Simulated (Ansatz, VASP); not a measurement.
## Sb: VASP beside Ansatz

INCAR

```
SYSTEM = Sb
ALGO = Normal
EDIFF = 1E-6
ENCUT = 500
GGA = CA
GGA_COMPAT = .False.
ISIF = 2
ISMEAR = 0
LASPH = .True.
LCHARG = .False.
LREAL = .False.
LWAVE = .False.
NBANDS = 22
NELM = 120
PREC = Accurate
SIGMA = 0.1
```

File KPOINTS:

```
k-points
0
Gamma
  6 6 6
  0 0 0
```

Contents of POSCAR:

```
Sb
1.0
    2.1506003320      1.2416496806      3.7440000000
   -2.1506003320      1.2416496806      3.7440000000
    0.0000000000     -2.4832993611      3.7440000000
Sb
2
Direct
    0.2336400000      0.2336400000      0.2336400000
    0.7663600000      0.7663600000      0.7663600000
```

Input for Ansatz:

```yaml
crystal:
  lattice:
    - [2.150600332, 1.2416496806, 3.744]
    - [-2.150600332, 1.2416496806, 3.744]
    - [0.0, -2.4832993611, 3.744]
  atoms:
    - { symbol: Sb, position: [0.23364, 0.23364, 0.23364] }
    - { symbol: Sb, position: [0.76636, 0.76636, 0.76636] }
basis:
  ecutwfc: 420
kpoints:
  mp_grid: { grid: [6, 6, 6] }
hamiltonian:
  xc: lda
scf:
  occupations: { method: gaussian, width: 0.1 }
output:
  forces: true
  stress: true
  eigenvalues: true
```

Alike in both runs: task single point; functional LDA; k mesh 6 × 6 × 6; occupations gaussian, width 0.1 eV; no spin polarisation.

|  | VASP | Ansatz |
| --- | --- | --- |
| version | VASP 6.6.1 | Ansatz 0.2.0 |
| potentials or method | VASP PAW LDA potentials, release 64 (Sb_d_GW), cutoff 500 eV | scalar-relativistic, plane waves, PAW |
| valence electrons in the cell | 30 | 30 |

VASP gave:

| Property | Result |
| --- | --- |
| gap on the k mesh at the Fermi level (eV) | none |
| pressure (GPa) | -0.8 |
| traceless stress, the component that is largest in VASP (GPa) | -0.15 |
| rms of the force components (eV/Å) | 0.029 |

Question: Which values does Ansatz return?

Answer: gap on the k mesh at the Fermi level (eV): none; pressure (GPa): -0.8; traceless stress, the component that is largest in VASP (GPa): -0.13; rms of the force components (eV/Å): 0.034.

LDA's correlation is that of Perdew and Zunger in VASP and of Perdew and Wang (1992) in Ansatz. Atom by atom the forces differ by 0.005 eV/Å (rms over components). A gap of «none» marks a metal or a gap that the smearing closes.

Spin-orbit coupling is off throughout.
